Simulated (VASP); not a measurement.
# HfN: relaxation of cell and atoms with PBE

Crystal: HfN.

```
Hf N
1.0
     0.00000    2.27436    2.27436
     2.27436    0.00000    2.27436
     2.27436    2.27436    0.00000
Hf N
1 1
Direct
  0.00000 0.00000 0.00000
  0.50000 0.50000 0.50000
```

```
Program                : VASP 6.6.1
Task                   : relaxation of cell and atoms
Functional             : PBE
Potentials or basis    : VASP PAW PBE potentials, release 64 (Hf_pv, N)
Cutoff                 : 600 eV
k mesh                 : 16 × 16 × 16
Occupations            : fermi-dirac, width 0.15 eV
Spin                   : no spin polarisation
Target pressure        : 12 GPa
Dipole correction      : no
Further INCAR settings : ALGO = Normal; EDIFF = 1e-07; IBRION = 2; EDIFFG = -0.001; NSW = 80; ISIF = 3
```

```
Relaxed volume                                         : 11.19 Å³/atom
Relaxed cell                                           : a = 3.163 Å, b = 3.163 Å, c = 3.163 Å, α = 60.00°, β = 60.00°, γ = 60.00°
Space group after relaxing (to 0.05 Å)                 : Fm-3m (No. 225)
Energy change on relaxing (the enthalpy is what falls) : +16.0 meV/atom
Ionic steps                                            : 7
Pressure after relaxing                                : 12.0 GPa
```

The path:
```
step  energy change (eV)  largest force (eV/Å)  pressure (GPa)  volume (Å³)
   1              0.0000                0.0000           -2.43        23.53
   2              0.4826                0.0000           55.16        20.10
   3              0.0289                0.0000           11.41        22.42
   4              0.0315                0.0000           11.93        22.39
   5              0.0332                0.0000           12.25        22.37
   6              0.0296                0.0000           11.55        22.41
   7              0.0320                0.0000           12.01        22.38
```

Final structure:
```
CELL_PARAMETERS angstrom
0.00000 2.23677 2.23677
2.23677 0.00000 2.23677
2.23677 2.23677 0.00000
ATOMIC_POSITIONS crystal
Hf 0.00000 0.00000 0.00000
N 0.50000 0.50000 0.50000
```

Levels at points of the mesh, in eV from the Fermi level:
| k point | band 5 | band 6 | band 7 | band 8 | band 9 | band 10 | band 11 |
| --- | --- | --- | --- | --- | --- | --- | --- |
| (0.00, 0.00, 0.00) | -3.07 | -3.07 | -3.07 | -0.37 | -0.37 | -0.37 | 2.08 |
| (0.50, 0.00, 0.00) | -9.07 | -6.34 | -6.34 | 3.41 | 3.85 | 3.85 | 4.58 |
| (0.50, 0.50, 0.00) | -5.41 | -3.95 | -3.72 | -3.72 | 4.26 | 5.75 | 5.75 |

Run time: 5.7 min on 1 thread of AMD EPYC 7R43 64-Core Processor (Zen 3) (shared host), peak memory 0.18 GiB.

Caveat: the cell is relaxed towards a set pressure, so the enthalpy falls and the energy may rise; spin-orbit coupling is left out, which moves the levels of the heavy elements.
